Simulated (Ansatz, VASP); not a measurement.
**One calculation of InP, two programs**

```
In P
1.0
     0.00000    2.83584    2.83584
     2.83584    0.00000    2.83584
     2.83584    2.83584    0.00000
In P
1 1
Direct
  0.00000 0.00000 0.00000
  0.50000 0.50000 0.50000
```

Change from the starting cell: volume scaled by 0.98, PAW files.

Alike in both runs: task electric field gradients; functional PBE; k mesh 11 × 11 × 11; occupations fermi-dirac, width 0.03 eV; no spin polarisation.

|  | VASP | Ansatz |
| --- | --- | --- |
| version | VASP 6.6.1 | Ansatz 0.2.0 |
| potentials or method | VASP PAW PBE potentials, release 64 (In_d, P) | PAW with Ansatz's default frozen-core files, scalar-relativistic |
| plane-wave cutoff (eV) | 520 | 420 |
| valence electrons in the cell | 18 | 18 |

|  | VASP | Ansatz | Ansatz less VASP |
| --- | --- | --- | --- |
| pressure (GPa) | -4.4 | -4.4 | +0.02 |

The functional is the same, so the differences come from potentials, cutoffs and numerics.
